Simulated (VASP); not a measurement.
Here is a VASP 6.6.1 calculation.

INCAR

```
SYSTEM = Ba
PREC = Accurate
ENCUT = 600
EDIFF = 1E-6
ISMEAR = 1
SIGMA = 0.05
LREAL = .False.
LASPH = .True.
NELM = 60
ALGO = Normal
ISIF = 3
LWAVE = .False.
LCHARG = .False.
GGA = PE
IBRION = 2
NSW = 60
EDIFFG = -0.01
PSTRESS = 100.0
```

KPOINTS

```
Automatic mesh
0
Gamma
  9 9 9
  0 0 0
```

POSCAR

```
Ba
1.0
    0.0000000000      4.3400000000      4.3400000000
    4.3400000000      0.0000000000      4.3400000000
    4.3400000000      4.3400000000      0.0000000000
Ba
2
Direct
    0.0000000000      0.0000000000      0.0000000000
    0.2500000000      0.2500000000      0.2500000000
```

Potentials or basis: VASP PAW PBE potentials, release 64 (Ba_sv).

Run with:

```console
$ cat potpaw_PBE.64/Ba_sv/POTCAR > POTCAR
$ mpirun -np 1 vasp_std > vasp.out
```

(1) Estimate the relaxed cell.

(2) Predict the space group after relaxing (to 0.1 Å).

(3) What does it give for the relaxed volume?

(4) Estimate the band gap on the k mesh.

Answers

(1) a = 4.879 Å, b = 4.879 Å, c = 4.879 Å, α = 60.00°, β = 60.00°, γ = 60.00°.

(2) Fd-3m (No. 227).

(3) 41.07 Å³/atom.

(4) zero (bands 10 and 11 overlap by 0.36 eV).

Caveat: the cell is relaxed towards a set pressure, so the run minimises the enthalpy, not the energy; the volume moved by over 15 % at a fixed basis, so the end points are rough; spin-orbit coupling is left out, which moves the levels of the heavy elements.
